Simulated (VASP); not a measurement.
# BN (P1) in VASP: a series of runs

The runs below take BN through single point, with r2SCAN.

Everything below comes from runs of VASP 6.6.1. Logs are shortened: lines on timing, memory, paths and dates and some standing lists are left out, and cuts for length are marked.

## 1. The cell of the first run

The typed cell holds 4 atoms: a = 2.554 Å, b = 2.554 Å, c = 4.227 Å, α = 90.00°, β = 90.00°, γ = 120.00°.

## 2. Single point, r2SCAN (atom 3 (N) moved by (+0.200, +0.000) A along [1 1 0] and z)

Input file POSCAR:

```
BN
1.0
    2.5539396017      0.0000000000      0.0000000000
   -1.2769698009      2.2117765748      0.0000000000
    0.0000000000      0.0000000000      4.2268550000
B N
2 2
Direct
    0.6666666667      0.3333333333      0.9997240000
    0.3333333333      0.6666666667      0.4997240000
    0.7540105546      0.3972734970      0.6252760000
    0.3333333333      0.6666666667      0.1252760000
```

Input file INCAR.step1:

```
PREC = Accurate
ENCUT = 520
ISMEAR = 0
SIGMA = 0.05
LREAL = False
LASPH = True
NELM = 80
NBANDS = 16
GGA = PE
ALGO = Normal
EDIFF = 1E-4
LWAVE = True
LCHARG = False
```

Input file INCAR.step2:

```
PREC = Accurate
ENCUT = 520
EDIFF = 1E-6
ISMEAR = 0
SIGMA = 0.05
LREAL = False
LASPH = True
NELM = 80
ALGO = Normal
ISIF = 2
LWAVE = False
LCHARG = False
METAGGA = R2SCAN
LMIXTAU = True
NBANDS = 16
ISTART = 1
```

Input file KPOINTS:

```
regular mesh
0
Gamma
  12 12 6
```

Potentials or basis: VASP PAW PBE potentials, release 64 (B, N).

Launch:

```
$ cat potpaw_PBE.64/B/POTCAR potpaw_PBE.64/N/POTCAR > POTCAR
$ cp INCAR.step1 INCAR
$ mpirun -np 1 vasp_std > vasp.out
$ cp INCAR.step2 INCAR
$ mpirun -np 1 vasp_std > vasp.out
```

OUTCAR:

```text
PREC = Accurate
   ENCUT = 520
   EDIFF = 1E-6
   ISMEAR = 0
   LREAL = False
   LASPH = True
   NELM = 80
   ISIF = 2
   METAGGA = R2SCAN
   ISTART = 1

 ion  position               nearest neighbor table
   1  0.667  0.333  1.000-   4 1.57   4 1.57   4 1.57   3 1.60
   2  0.333  0.667  0.500-   3 1.39   4 1.58   3 1.63   3 1.71
   3  0.754  0.397  0.625-   2 1.39   1 1.60   2 1.63   2 1.71
   4  0.333  0.667  0.125-   1 1.57   1 1.57   1 1.57   2 1.58

  LATTYP: Found a hexagonal cell.
 ALAT       =     2.5539396017
 C/A-ratio  =     1.6550332659

  Lattice vectors:

 A1 = (   2.5539396017,   0.0000000000,   0.0000000000)
 A2 = (  -1.2769698009,   2.2117765748,   0.0000000000)
 A3 = (   0.0000000000,   0.0000000000,   4.2268550000)

Analysis of symmetry for initial positions (statically):
=====================================================================
 Subroutine PRICEL returns:
 Original cell was already a primitive cell.

 Routine SETGRP: Setting up the symmetry group for a
 hexagonal supercell.

 Subroutine GETGRP returns: Found  1 space group operations
 (whereof  1 operations were pure point group operations)
 out of a pool of 24 trial point group operations.

The static configuration has the point symmetry C_1 .

Analysis of symmetry for dynamics (positions and initial velocities):
=====================================================================
 Subroutine PRICEL returns:
 Original cell was already a primitive cell.

 Routine SETGRP: Setting up the symmetry group for a
 hexagonal supercell.

 Subroutine GETGRP returns: Found  1 space group operations
 (whereof  1 operations were pure point group operations)
 out of a pool of 24 trial point group operations.

The dynamic configuration has the point symmetry C_1 .

 Subroutine INISYM returns: Found  1 space group operations
 (whereof  1 operations are pure point group operations),
 and found     1 'primitive' translations

----------------------------------------------------------------------------------------

                                     Primitive cell

  volume of cell :      23.8764

  direct lattice vectors                    reciprocal lattice vectors
     2.553939602  0.000000000  0.000000000     0.391551938  0.226062617  0.000000000
    -1.276969801  2.211776575  0.000000000     0.000000000  0.452125233  0.000000000
     0.000000000  0.000000000  4.226855000     0.000000000  0.000000000  0.236582518

  length of vectors
     2.553939602  2.553939602  4.226855000     0.452125233  0.452125233  0.236582518

  position of ions in fractional coordinates (direct lattice)
     0.666666667  0.333333333  0.999724000
     0.333333333  0.666666667  0.499724000
     0.754010555  0.397273497  0.625276000
     0.333333333  0.666666667  0.125276000

  ion indices of the primitive-cell ions
   primitive index   ion index
                 1           1
                 2           2
                 3           3
                 4           4

----------------------------------------------------------------------------------------

 KPOINTS: regular mesh

Automatic generation of k-mesh.
 Grid dimensions read from file:
 generate k-points for:   12   12    6

 Generating k-lattice:

  Cartesian coordinates                     Fractional coordinates (reciprocal lattice)
     0.032629328  0.018838551  0.000000000     0.083333333  0.000000000  0.000000000
     0.000000000  0.037677103  0.000000000     0.000000000  0.083333333  0.000000000
     0.000000000  0.000000000  0.039430420     0.000000000  0.000000000  0.166666667

  Length of vectors
     0.037677103  0.037677103  0.039430420

  Shift w.r.t. Gamma in fractional coordinates (k-lattice)
     0.000000000  0.000000000  0.000000000

 Subroutine IBZKPT returns following result:
 ===========================================

 Found    436 irreducible k-points:

 Following reciprocal coordinates:
            Coordinates               Weight
  0.000000  0.000000  0.000000      1.000000
  0.083333  0.000000  0.000000      2.000000
  0.000000  0.083333  0.000000      2.000000
 -0.083333  0.083333  0.000000      2.000000
  0.166667  0.000000  0.000000      2.000000
  0.000000  0.166667  0.000000      2.000000
[... 16 lines left out ...]
  0.166667  0.083333  0.000000      2.000000
 -0.083333  0.250000  0.000000      2.000000
 [... further k-points ...]
   k-points           NKPTS =    436   k-points in BZ     NKDIM =    436   number of bands    NBANDS=     16
   number of dos      NEDOS =    301   number of ions     NIONS =      4
   total plane-waves  NPLWV =  12800
   dimension x,y,z NGX =    20 NGY =   20 NGZ =   32
   dimension x,y,z NGXF=    40 NGYF=   40 NGZF=   64
   ions per type =               2   2
   NGX,Y,Z   is equivalent  to a cutoff of  13.02, 13.02, 12.59 a.u.
   NGXF,Y,Z  is equivalent  to a cutoff of  26.04, 26.04, 25.17 a.u.
 SYSTEM =  unknown system
   PREC   = accura    normal or accurate (medium, high low for compatibility)
   ISTART =      1    job   : 0-new  1-cont  2-samecut
   ICHARG =      0    charge: 1-file 2-atom 10-const
   ISPIN  =      1    spin polarized calculation?
   LNONCOLLINEAR =      F non collinear calculations
   LSORBIT =      F    spin-orbit coupling
   LASPH  =      T    aspherical Exc in radial PAW
   ENCUT  =  520.0 eV  38.22 Ry    6.18 a.u.   4.75  4.75  7.86*2*pi/ulx,y,z
   NELM   =     80;   NELMIN=  2; NELMDL=  0     # of ELM steps
   EDIFF  = 0.1E-05   stopping-criterion for ELM
   LREAL  =      F    real-space projection
   EDIFFG = 0.1E-04   stopping-criterion for IOM
   NSW    =      0    number of steps for IOM
   IBRION =     -1    ionic relax: 0-MD 1-quasi-New 2-CG
   NFREE  =      0    steps in history (QN), initial steepest desc. (CG)
   ISIF   =      2    stress and relaxation
   ISYM   =      2    0-nonsym 1-usesym 2-fastsym
   POTIM  = 0.5000    time-step for ionic-motion
   TEBEG  =    0.0;   TEEND  =   0.0 temperature during run
   PSTRESS=    0.0 pullay stress
   NELECT =      16.0000    total number of electrons
   NUPDOWN=      -1.0000    fix difference up-down
   EMIN   =  10.00;   EMAX   =-10.00  energy-range for DOS
   EFERMI =   0.00;   METHOD = LEGACY
   ISMEAR =     0;   SIGMA  =   0.05  broadening in eV -4-tet -1-fermi 0-gaus
   EFERMI_NEDOS =   21; number of points for ismear=-14 and -15
   IALGO  =     38    algorithm
   IMIX   =      4    mixing-type and parameters
     AMIX     =   0.40;   BMIX     =  1.00
     AMIX_MAG =   1.60;   BMIX_MAG =  1.00
  volume/ion in A,a.u.               =       5.97        40.28
  Fermi-wavevector in a.u.,A,eV,Ry     =   1.432600  2.707222 27.923836  2.052344
  Thomas-Fermi vector in A             =   2.552210
   LORBIT       =      0    0 simple, 1 ext, 2 COOP (PROOUT), +10 PAW based schemes
   METAGGA = R2SCAN    functional components
   LHFCALC =     F    Hartree Fock is set to
   AEXX    =    0.0000 exact exchange contribution
   IVDW    =     0    specifies the selected vdW correction
   LEPSILON=     F    determine dielectric tensor
   LRPA    =     F    only Hartree local field effects (RPA)
 non-spin polarized calculation
 Gauss-broadening in eV      SIGMA  =   0.05
  energy-cutoff  :      520.00
  volume of cell :       23.88
 maximum number of plane-waves:       660
   NGX =  9   NGY =  9   NGZ = 15

 number of electron      15.9999998 magnetization

 Free energy of the ion-electron system (eV)
  ---------------------------------------------------
  ext. energy  EPLUGINS =         0.00000000
  ---------------------------------------------------
  free energy    TOTEN  =       -37.69338107 eV

  energy without entropy =      -37.69338107  energy(sigma->0) =      -37.69338107

 E-fermi :   8.1146     XC(G=0): -13.5759

 val. band max:        7.8906063508   @ k =   0.0000   0.0000   0.0000
 cond. band min:      12.8787382285   @ k =   0.3333   0.3333   0.0000
 fundamental gap:      4.9881318777
 Fermi energy:         8.1145619530

 k-point     1 :       0.0000    0.0000    0.0000
  band No.  band energies     occupation
      1     -14.1062      2.00000
      2      -9.9516      2.00000
      3      -3.9615      2.00000
      4       4.0094      2.00000
      5       5.7069      2.00000
      6       6.5142      2.00000
[... 8 lines left out ...]
     15      22.5165      0.00000
     16      24.3365      0.00000

 k-point     2 :       0.0833    0.0000    0.0000
  band No.  band energies     occupation
      1     -13.9519      2.00000
      2      -9.8376      2.00000
      3      -3.8069      2.00000
      4       3.4404      2.00000
      5       5.3502      2.00000
      6       6.0428      2.00000
[... 8 lines left out ...]
     15      22.5404      0.00000
     16      24.1297      0.00000

 k-point     3 :       0.0000    0.0833    0.0000
  band No.  band energies     occupation
      1     -13.9523      2.00000
      2      -9.8315      2.00000
      3      -3.8101      2.00000
      4       3.7192      2.00000
      5       5.0041      2.00000
      6       6.2698      2.00000
[... 8 lines left out ...]
     15      22.7491      0.00000
     16      24.0645      0.00000

 k-point     4 :      -0.0833    0.0833    0.0000
  band No.  band energies     occupation
      1     -13.9522      2.00000
      2      -9.8339      2.00000
      3      -3.8090      2.00000
      4       3.6088      2.00000
      5       5.1387      2.00000
      6       6.2282      2.00000
[... 8 lines left out ...]
     15      22.7459      0.00000
     16      24.1642      0.00000
[... 324 lines left out ...]
 k-point    22 :      -0.1667    0.0833    0.0000
  band No.  band energies     occupation
      1     -13.6461      2.00000
      2      -9.6167      2.00000
      3      -3.5018      2.00000
      4       2.5448      2.00000
      5       4.5033      2.00000
      6       5.4038      2.00000
[... 8 lines left out ...]
     15      22.8622      0.00000
     16      23.8414      0.00000

 k-point    23 :       0.1667    0.0833    0.0000
  band No.  band energies     occupation
      1     -13.0454      2.00000
      2      -9.2095      2.00000
      3      -2.9070      2.00000
      4       1.1126      2.00000
      5       3.1482      2.00000
      6       4.2369      2.00000
[... 8 lines left out ...]
     15      22.7212      0.00000
     16      23.9141      0.00000

 k-point    24 :      -0.0833    0.2500    0.0000
  band No.  band energies     occupation
      1     -13.0535      2.00000
      2      -9.1627      2.00000
      3      -2.9330      2.00000
      4       1.7885      2.00000
      5       2.6073      2.00000
      6       4.6526      2.00000
[... 8 lines left out ...]
     15      23.3689      0.00000
     16      24.3063      0.00000

 [... further k-points ...]
[... 5 lines left out ...]
  --------------------------------------------------------------------------------------
  -------------------------------------------------------------------------------------
  Total        1.4533396      0.0952592     -0.0885748      1.1302377     -0.3140923     -0.8271720
  in kB       97.5233164      6.3921728     -5.9436268     75.8422364    -21.0765107    -55.5056517
  external PRESSURE =      32.6572875 kB  Pullay stress =       0.0000000 kB

 VOLUME and BASIS-vectors are now :
 -----------------------------------------------------------------------------
  energy-cutoff  :      520.00
  volume of cell :       23.88
      direct lattice vectors                 reciprocal lattice vectors
     2.553939602  0.000000000  0.000000000     0.391551938  0.226062617  0.000000000
    -1.276969801  2.211776575  0.000000000     0.000000000  0.452125233  0.000000000
     0.000000000  0.000000000  4.226855000     0.000000000  0.000000000  0.236582518

 POSITION                                       TOTAL-FORCE (eV/Angst)
 -----------------------------------------------------------------------------------
      1.27697      0.73726      4.22569         0.759303      0.708701     -0.069371
     -0.00000      1.47452      2.11226         4.176492      2.737779     -1.192044
      1.41839      0.87868      2.64295        -5.078699     -3.551287      1.250004
     -0.00000      1.47452      0.52952         0.142904      0.104807      0.011410
 -----------------------------------------------------------------------------------
    total drift:                                0.000365     -0.000111      0.002066

  FREE ENERGIE OF THE ION-ELECTRON SYSTEM (eV)
  ---------------------------------------------------
  free  energy   TOTEN  =       -37.6933810688 eV

  energy  without entropy=      -37.6933810688  energy(sigma->0) =      -37.69338107
```

It took 3.3 min on 1 thread of Intel Xeon 6975P-C (Granite Rapids), shared host; peak memory 0.24 GiB.

Results:

```
Free energy            : -37.6934 eV
Pressure               : 3.3 GPa
Largest force          : 6.322 eV/Å
Band gap on the k mesh : 4.99 eV (least direct gap 7.94 eV)
```

Forces on the atoms (eV/Å):
```
B    0.759  0.709 -0.069
B    4.176  2.738 -1.192
N   -5.079 -3.551  1.250
N    0.143  0.105  0.011
```

Stress tensor (GPa, compression positive):
```
 9.75  7.58 -5.55
 7.58  0.64 -2.11
-5.55 -2.11 -0.59
```

Caveat: the cell differs from its parent crystal (atom 3 (N) moved by (+0.200, +0.000) A along [1 1 0] and z); the stress differs along the axes, from -1 to 10 GPa; the PAW data sets were made with another functional, which shifts forces and pressure a little. A k mesh can miss the band edges.

(Continued in part 2 of 2.)
